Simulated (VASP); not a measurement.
Input of a VASP 6.6.1 run:

INCAR

```
  PREC = Accurate
  ENCUT = 520
  EDIFF = 1E-7
  ISMEAR = 0
  SIGMA = 0.15
  LREAL = False
  LASPH = True
  NELM = 100
  ALGO = Normal
  ISIF = 2
  LWAVE = False
  LCHARG = False
  GGA = PS
  NBANDS = 15
```

Contents of KPOINTS:

```
Automatic mesh
0
Gamma
  21 21 18
```

POSCAR

```
TaN
1.0
    3.0403291079      0.0000000000      0.0000000000
   -1.5201645539      2.6330022433      0.0000000000
    0.0000000000      0.0000000000      2.8676384146
Ta N
1 1
Direct
    0.3333333333      0.6666666667      0.5000000000
    0.0000000000      0.0000000000      0.0000000000
```

Potentials or basis: VASP PAW PBE potentials, release 64 (Ta_pv, N).

Command:

```sh
$ cat potpaw_PBE.64/Ta_pv/POTCAR potpaw_PBE.64/N/POTCAR > POTCAR
$ mpirun -np 1 vasp_std > vasp.out
```

(1) What does it give for the band gap on the k mesh?

(2) Estimate the pressure.

## Answers

(1) zero (bands 8 and 9 overlap by 0.43 eV).

(2) -21.9 GPa.

Caveat: the cell stands under tension; the PAW data sets were made with another functional, which shifts forces and pressure a little; spin-orbit coupling is left out, which moves the levels of the heavy elements.
